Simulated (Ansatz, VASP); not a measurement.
# SiC: VASP beside Ansatz

```
Si C
1.0
     0.00000    2.10878    2.17400
     2.10878    0.00000    2.17400
     2.10878    2.10878    0.00000
Si C
1 1
Direct
  0.00000 0.00000 0.00000
  0.75000 0.75000 0.75000
```

Change from the starting cell: strain -0.030 along x and y, +0.000 along z, atoms carried along.

Alike in both runs: task single point; functional r2SCAN; k mesh 12 × 12 × 12; occupations gaussian, width 0.05 eV; no spin polarisation.

|  | VASP | Ansatz |
| --- | --- | --- |
| version | VASP 6.6.1 | Ansatz 0.2.0 |
| potentials or method | VASP PAW PBE potentials, release 64 (Si, C), cutoff 520 eV | scalar-relativistic, plane waves, PAW |
| valence electrons in the cell | 8 | 8 |

|  | VASP | Ansatz | Ansatz less VASP |
| --- | --- | --- | --- |
| gap on the k mesh at the Fermi level (eV) | 1.51 | 1.49 | -0.012 |
| least direct gap on the mesh (eV) | 5.11 | 5.09 | -0.014 |
| pressure (GPa) | 16.9 | 17.1 | +0.25 |
| traceless stress, the component that is largest in VASP (GPa) | -6.16 | -6.13 | +0.032 |

VASP's potentials were made for PBE, not for r2SCAN.
